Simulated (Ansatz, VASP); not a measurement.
## Two plane-wave programs on Rh

File INCAR:

```
SYSTEM = Rh
PREC = Accurate ; ENCUT = 520
EDIFF = 1E-6 ; ISMEAR = 0
SIGMA = 0.15 ; LREAL = .False.
LASPH = .True. ; NELM = 100
ALGO = Fast ; ISIF = 2
LWAVE = .False. ; LCHARG = .True.
GGA = PS ; LELF = .True.
LVHAR = .True. ; NBANDS = 22
```

KPOINTS

```
Automatic mesh
0
Gamma
  24 24 14
  0 0 0
```

File POSCAR:

```
Rh
1.0
    2.6887360850      0.0000000000      0.0000000000
   -1.3443680425      2.3285137537      0.0000000000
    0.0000000000      0.0000000000      4.3290202437
Rh
2
Direct
    0.6666666667      0.3333333333      0.7500000000
    0.3333333333      0.6666666667      0.2500000000
```

Input for Ansatz:

```yaml
crystal:
  lattice:
    - [2.6887360848, 0.0, 0.0]
    - [-1.3443680424, 2.3285137535, 0.0]
    - [0.0, 0.0, 4.3290202437]
  atoms:
    - { symbol: Rh, position: [0.6666666667, 0.3333333333, 0.75] }
    - { symbol: Rh, position: [0.3333333333, 0.6666666667, 0.25] }
basis:
  ecutwfc: 420
kpoints:
  mp_grid: { grid: [24, 24, 14] }
hamiltonian:
  xc: pbesol
scf:
  occupations: { method: gaussian, width: 0.15 }
output:
  forces: true
  stress: true
  eigenvalues: true
  write_density: true
  write_potential: true
  elf: true
  volumetric_format: npy
```

Alike in both runs: task single point; functional PBEsol; k mesh 24 × 24 × 14; occupations gaussian, width 0.15 eV; no spin polarisation.

```csv
,VASP,Ansatz
version,VASP 6.6.1,Ansatz 0.2.0
potentials or method,"VASP PAW PBE potentials, release 64 (Rh_pv), cutoff 520 eV","scalar-relativistic, plane waves, PAW"
valence electrons in the cell,30,34
```

|  | VASP | Ansatz | Ansatz less VASP |
| --- | --- | --- | --- |
| gap on the k mesh at the Fermi level (eV) | none | none | - |
| pressure (GPa) | 0.1 | 0.1 | -0.01 |
| traceless stress, the component that is largest in VASP (GPa) | 0.47 | 0.46 | -0.006 |

VASP's potentials were made for PBE, not for PBEsol. A gap of «none» marks a metal or a gap that the smearing closes. VASP's potentials hold 30 valence electrons a cell and Ansatz's 34, so a difference there can come from the potentials and not from the codes.
